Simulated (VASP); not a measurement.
# Zn (Pm-3n) in VASP: notebook, part 2 of 2

VASP 6.6.1. The steps go on from the part before.

## 3. Single point, BLYP

Input file INCAR:

```
SYSTEM = Zn
AGGAC    = 1.0          
AGGAX    = 1.0          
ALDAC    = 0.0          
ALDAX    = 1.0          
ALGO     = Normal         ! electronic algorithm
EDIFF    = 1E-6           ! SCF threshold, eV
ENCUT    = 520            ! plane-wave cutoff, eV
GGA      = B5             ! functional
ISIF     = 2              ! what is computed and relaxed
ISMEAR   = -1             ! smearing method
LASPH    = .TRUE.         ! aspherical terms in the spheres
LCHARG   = .FALSE.        ! write CHGCAR
LREAL    = .FALSE.        ! projectors in reciprocal space
LWAVE    = .FALSE.        ! write WAVECAR
NBANDS   = 58             ! bands
NELM     = 60             ! most SCF steps
PREC     = Accurate       ! precision mode
SIGMA    = 0.1            ! smearing width, eV
```

Input file KPOINTS:

```
k-points
0
G
  7 7 7
  0 0 0
```

Input file POSCAR:

```
Zn
1.0
    5.1478559102      0.0000000000      0.0000000000
    0.0000000000      5.1478559102      0.0000000000
    0.0000000000      0.0000000000      5.1478559102
Zn
8
Direct
    1.0000000000      0.0000000000      1.0000000000
    0.5000000000      0.5000000000      0.5000000000
    0.2500000000      1.0000000000      0.5000000000
    0.7500000000      1.0000000000      0.5000000000
    0.5000000000      0.2500000000      1.0000000000
    0.5000000000      0.7500000000      1.0000000000
    0.0000000000      0.5000000000      0.2500000000
    0.0000000000      0.5000000000      0.7500000000
```

Potentials or basis: VASP PAW PBE potentials, release 64 (Zn).

On the command line:

```console
> cat potpaw_PBE.64/Zn/POTCAR > POTCAR
> mpirun -np 1 vasp_std > vasp.out
```

OUTCAR:

```text
SYSTEM = Zn
   EDIFF = 1E-6
   ENCUT = 520
   GGA = B5
   ISIF = 2
   ISMEAR = -1
   LASPH = .TRUE.
   LREAL = .FALSE.
   NELM = 60
   PREC = Accurate

 ion  position               nearest neighbor table
   1  0.000  0.000  0.000-   3 2.88   4 2.88   5 2.88   6 2.88   7 2.88   8 2.88   3 2.88   4 2.88
                             7 2.88   8 2.88   5 2.88   6 2.88
   2  0.500  0.500  0.500-   3 2.88   4 2.88   5 2.88   6 2.88   7 2.88   8 2.88   5 2.88   6 2.88
                             3 2.88   4 2.88   7 2.88   8 2.88
   3  0.250  0.000  0.500-   4 2.57   4 2.57   1 2.88   1 2.88   2 2.88   2 2.88
   4  0.750  0.000  0.500-   3 2.57   3 2.57   1 2.88   1 2.88   2 2.88   2 2.88
   5  0.500  0.250  0.000-   6 2.57   6 2.57   1 2.88   2 2.88   2 2.88   1 2.88
   6  0.500  0.750  0.000-   5 2.57   5 2.57   1 2.88   2 2.88   2 2.88   1 2.88
   7  0.000  0.500  0.250-   8 2.57   8 2.57   1 2.88   2 2.88   1 2.88   2 2.88
   8  0.000  0.500  0.750-   7 2.57   7 2.57   1 2.88   2 2.88   1 2.88   2 2.88

  LATTYP: Found a simple cubic cell.
 ALAT       =     5.1478559102

  Lattice vectors:

 A1 = (   5.1478559102,   0.0000000000,   0.0000000000)
 A2 = (   0.0000000000,   5.1478559102,   0.0000000000)
[... 193 lines left out ...]
  band No.  band energies     occupation
      1      -6.7026      2.00000
      2      -5.4492      2.00000
      3      -5.4492      2.00000
      4      -5.1917      2.00000
      5      -5.0959      2.00000
      6      -5.0959      2.00000
[... 1209 lines left out ...]
     57       8.8123      0.00000
     58       9.5374      0.00000

------------------------ aborting loop because EDIFF is reached ----------------------------------------

  FORCE on cell =-STRESS in cart. coord.  units (eV):
  Direction    XX          YY          ZZ          XY          YZ          ZX
  --------------------------------------------------------------------------------------
  -------------------------------------------------------------------------------------
  Total        0.0740663      0.0740663      0.0740663      0.0000000      0.0000000      0.0000000
  in kB        0.8698657      0.8698657      0.8698657      0.0000000      0.0000000      0.0000000
  external PRESSURE =       0.8698657 kB  Pullay stress =       0.0000000 kB

 VOLUME and BASIS-vectors are now :
 -----------------------------------------------------------------------------
  energy-cutoff  :      520.00
  volume of cell :      136.42
      direct lattice vectors                 reciprocal lattice vectors
     5.147855910  0.000000000  0.000000000     0.194255631  0.000000000  0.000000000
     0.000000000  5.147855910  0.000000000     0.000000000  0.194255631  0.000000000
     0.000000000  0.000000000  5.147855910     0.000000000  0.000000000  0.194255631

 POSITION                                       TOTAL-FORCE (eV/Angst)
 -----------------------------------------------------------------------------------
      0.00000      0.00000      0.00000         0.000000     -0.000000      0.000000
      2.57393      2.57393      2.57393         0.000000     -0.000000      0.000000
      1.28696      0.00000      2.57393         0.000000     -0.000000      0.000000
      3.86089      0.00000      2.57393        -0.000000      0.000000     -0.000000
      2.57393      1.28696      0.00000        -0.000000     -0.000000     -0.000000
      2.57393      3.86089      0.00000         0.000000      0.000000     -0.000000
      0.00000      2.57393      1.28696        -0.000000      0.000000     -0.000000
      0.00000      2.57393      3.86089         0.000000     -0.000000      0.000000
 -----------------------------------------------------------------------------------
    total drift:                               -0.000000     -0.000000     -0.000000

  FREE ENERGIE OF THE ION-ELECTRON SYSTEM (eV)
  ---------------------------------------------------
  free  energy   TOTEN  =        -2.7414620847 eV

  energy  without entropy=       -2.6567421606  energy(sigma->0) =       -2.69910212
```

stdout:

```text
POSCAR found type information on POSCAR Zn
 POSCAR found :  1 types and       8 ions
 scaLAPACK will be used
 -----------------------------------------------------------------------------
|                                                                             |
|                                                                             |
|     You enforced a specific xc type in the INCAR file but a different       |
|     I HOPE YOU KNOW WHAT YOU ARE DOING!                                     |
|                                                                             |
 -----------------------------------------------------------------------------

 LDA part: xc-table for (Slater(with rela. corr.)+VWN5), standard interpolation
 POSCAR, INCAR and KPOINTS ok, starting setup
 FFT: planning ... GRIDC
 FFT: planning ... GRID_SOFT
 FFT: planning ... GRID
 WAVECAR not read
 entering main loop
```

Run time: 1.8 min. Hardware: 1 thread of Intel Xeon 6975P-C (Granite Rapids), shared host; peak memory 0.29 GiB.

What came out:

```yaml
Free_energy: -2.7415 eV
Pressure: 0.1 GPa
Band_gap_on_the_k_mesh: zero (band 48 reaches 4.31 eV, above the bottom of band 49 at 1.96 eV)
```

Levels at points of the mesh, in eV from the Fermi level:
```
           k point  band 45  band 46  band 47  band 48  band 49  band 50  band 51  band 52
(0.00, 0.00, 0.00)    -2.87    -2.87    -2.87     1.64     1.64     2.42     2.58     2.58
```

Caveat: the PAW data sets were made with another functional, which shifts forces and pressure a little.

## 4. Relaxation of cell and atoms, BLYP

This run uses another cell than the first one, of 15.21 Å³/atom, 0.892 times its volume.

Input file INCAR:

```
PREC = Accurate
ENCUT = 600
EDIFF = 1E-7
ISMEAR = -1
SIGMA = 0.1
LREAL = F
LASPH = T
NELM = 100
ALGO = Normal
ISIF = 3
LWAVE = F
LCHARG = F
GGA = B5
ALDAX = 1.0
AGGAX = 1.0
AGGAC = 1.0
ALDAC = 0.0
IBRION = 2
NSW = 80
EDIFFG = -0.01
```

Input file KPOINTS:

```
regular mesh
0
Gamma
  5 5 5
```

Input file POSCAR:

```
Zn
1.0
    4.9553948694      0.0000000000      0.0000000000
    0.0000000000      4.9553948694      0.0000000000
    0.0000000000      0.0000000000      4.9553948694
Zn
8
Direct
    0.0000000000      0.0000000000      0.0000000000
    0.5000000000      0.5000000000      0.5000000000
    0.2500000000      0.0000000000      0.5000000000
    0.7500000000      0.0000000000      0.5000000000
    0.5000000000      0.2500000000      0.0000000000
    0.5000000000      0.7500000000      0.0000000000
    0.0000000000      0.5000000000      0.2500000000
    0.0000000000      0.5000000000      0.7500000000
```

On the command line:

```console
> cat potpaw_PBE.64/Zn/POTCAR > POTCAR
> mpirun -np 1 vasp_std > vasp.out
```

It took 4.6 min on 1 thread of Intel Xeon 6975P-C (Granite Rapids), shared host; peak memory 0.27 GiB.

The run converged. Its results:

| Quantity | Value |
| --- | --- |
| Free energy | -2.6359 eV |
| Relaxed volume | 17.12 Å³/atom |
| Relaxed cell | a = 5.155 Å, b = 5.155 Å, c = 5.155 Å, α = 90.00°, β = 90.00°, γ = 90.00° |
| Space group after relaxing (to 0.05 Å) | Pm-3n (No. 223) |
| Energy gained by relaxing | 35.1 meV/atom |
| Ionic steps | 4 |
| Pressure after relaxing | 0.0 GPa |
| Band gap on the k mesh | zero (band 48 reaches 4.27 eV, above the bottom of band 49 at 2.13 eV) |

The path:
| step | energy change (eV) | largest force (eV/Å) | pressure (GPa) | volume (Å³) |
| --- | --- | --- | --- | --- |
| 1 | 0.0000 | 0.0000 | 6.86 | 121.68 |
| 2 | -0.2688 | 0.0000 | 1.06 | 133.52 |
| 3 | -0.2806 | 0.0000 | -0.12 | 137.41 |
| 4 | -0.2807 | 0.0000 | 0.03 | 136.99 |

Final structure:
```yaml
crystal:
  lattice:
    - [5.15505, 0.00000, 0.00000]
    - [0.00000, 5.15505, 0.00000]
    - [0.00000, 0.00000, 5.15505]
  atoms:
    - { symbol: Zn, position: [0.00000, 0.00000, 0.00000] }
    - { symbol: Zn, position: [0.50000, 0.50000, 0.50000] }
    - { symbol: Zn, position: [0.25000, 0.00000, 0.50000] }
    - { symbol: Zn, position: [0.75000, 0.00000, 0.50000] }
    - { symbol: Zn, position: [0.50000, 0.25000, 0.00000] }
    - { symbol: Zn, position: [0.50000, 0.75000, 0.00000] }
    - { symbol: Zn, position: [0.00000, 0.50000, 0.25000] }
    - { symbol: Zn, position: [0.00000, 0.50000, 0.75000] }
```

Levels at points of the mesh, in eV from the Fermi level:
| k point | band 45 | band 46 | band 47 | band 48 | band 49 | band 50 | band 51 | band 52 |
| --- | --- | --- | --- | --- | --- | --- | --- | --- |
| (0.00, 0.00, 0.00) | -2.96 | -2.96 | -2.96 | 1.53 | 1.53 | 2.31 | 2.49 | 2.49 |

Caveat: the PAW data sets were made with another functional, which shifts forces and pressure a little.

## 5. Summary

| task | cell | k mesh | cutoff (eV) | gap on the mesh (eV) | pressure (GPa) |
| --- | --- | --- | --- | --- | --- |
| single point | a = 5.148 Å, 8 atoms | 5 × 5 × 5 | 520 | none | 0.2 |
| single point | a = 5.148 Å, 8 atoms | 7 × 7 × 7 | 520 | none | 0.1 |
| relaxation of cell and atoms | relaxed from a = 4.955 Å, 8 atoms | 5 × 5 × 5 | 600 | none | 0.0 |

Alike in all rows: level BLYP; potentials or basis VASP PAW PBE potentials, release 64 (Zn); no spin polarisation; smearing fermi-dirac 0.1 eV.

Caveats: the PAW data sets were made with another functional, which shifts forces and pressure a little.

Absolute energies hang on the potentials; compare differences alone.
